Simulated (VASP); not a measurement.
Input of a VASP 6.6.1 run:

INCAR

```
ALGO = Normal
EDIFF = 1E-6
ENCUT = 520
GGA = PS
ISIF = 2
ISMEAR = 0
LASPH = T
LCHARG = F
LREAL = F
LWAVE = F
NBANDS = 14
NELM = 100
PREC = Accurate
SIGMA = 0.1
```

The input KPOINTS:

```
k-points
0
Gamma
  12 12 12
```

POSCAR

```
ScAl
1.0
    3.3444038939      0.0000000000      0.0000000000
    0.0000000000      3.3444038939      0.0000000000
    0.0000000000      0.0000000000      3.3444038939
Sc Al
1 1
Direct
    0.5000000000      0.5000000000      0.5000000000
    0.0000000000      0.0000000000      0.0000000000
```

Potentials or basis: VASP PAW PBE potentials, release 64 (Sc_sv, Al).

Launch:

```sh
$ cat potpaw_PBE.64/Sc_sv/POTCAR potpaw_PBE.64/Al/POTCAR > POTCAR
$ mpirun -np 1 vasp_std > vasp.out
```

Q: Estimate the band gap on the k mesh.

A: Zero (band 7 reaches 6.48 eV, above the bottom of band 8 at 5.29 eV).

Q: What does it give for the pressure?

A: 0.1 GPa.

Caveat: the PAW data sets were made with another functional, which shifts forces and pressure a little.
